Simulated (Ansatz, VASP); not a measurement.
**Two plane-wave programs on HfPt2**

```xyz
3
Lattice="4.5995 0.0000 0.0000 -2.2998 3.9833 0.0000 0.0000 0.0000 2.8530" Properties=species:S:1:pos:R:3 pbc="T T T"
Hf    0.0000    0.0000    0.0000
Pt    0.0000    2.6555    1.4265
Pt    2.2998    1.3278    1.4265
```

Alike in both runs: functional PBE; k mesh 12 × 12 × 16; occupations gaussian, width 0.1 eV; no spin polarisation.

Ansatz relaxed the structure, and its values are those at the end. VASP's run is a single point on that final structure, the one shown.

|  | VASP | Ansatz |
| --- | --- | --- |
| version | VASP 6.6.1 | Ansatz 0.2.0 |
| potentials or method | VASP PAW PBE potentials, release 64 (Hf_pv, Pt), cutoff 520 eV | scalar-relativistic, plane waves, PAW |
| valence electrons in the cell | 30 | 62 |

|  | VASP | Ansatz | Ansatz less VASP |
| --- | --- | --- | --- |
| gap on the k mesh at the Fermi level (eV) | none | none | - |
| pressure (GPa) | -1.0 | 0.0 | +0.95 |

A gap of «none» marks a metal or a gap that the smearing closes. With one functional, cell and mesh, what is left measures potentials, basis and numerics. VASP's potentials hold 30 valence electrons a cell and Ansatz's 62, so a difference there can come from the potentials and not from the codes.

Spin-orbit coupling is off throughout.
